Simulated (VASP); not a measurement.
**ZrO2: single point with PBEsol**

Crystal: ZrO2.

```
Zr O
1.0
     0.00000    2.53568    2.53568
     2.53568    0.00000    2.53568
     2.53568    2.53568    0.00000
Zr O
1 2
Direct
  0.00000 0.00000 0.00000
  0.25000 0.25000 0.25000
  0.75000 0.75000 0.75000
```

```yaml
Program: VASP 6.6.1
Task: single point
Functional: PBEsol
Potentials_or_basis: VASP PAW PBE potentials, release 64 (Zr_sv, O)
Cutoff: 600 eV
k_mesh: 6 × 6 × 6
Occupations: gaussian, width 0.01 eV
Spin: no spin polarisation
```

The pressure is -0.9 GPa and the band gap on the k mesh is 3.31 eV (least direct gap 3.74 eV).

Levels at points of the mesh, in eV from the valence-band top:
| k point | band 9 | band 10 | band 11 | band 12 | band 13 | band 14 | band 15 | band 16 |
| --- | --- | --- | --- | --- | --- | --- | --- | --- |
| (0.00, 0.00, 0.00) | -5.35 | -0.54 | -0.54 | -0.54 | 3.31 | 3.31 | 6.45 | 9.54 |
| (0.50, 0.00, 0.00) | -2.59 | -2.52 | -1.67 | -1.67 | 3.98 | 3.98 | 6.19 | 8.60 |
| (0.50, 0.50, 0.00) | -3.20 | -1.54 | -1.54 | 0.00 | 3.74 | 4.76 | 5.93 | 7.38 |

It took 32 s on 1 thread of Intel Xeon 8259CL, with other jobs on the host, peak memory 0.17 GiB.

Caveat: the PAW data sets were made with another functional, which shifts forces and pressure a little. A k mesh can miss the band edges.
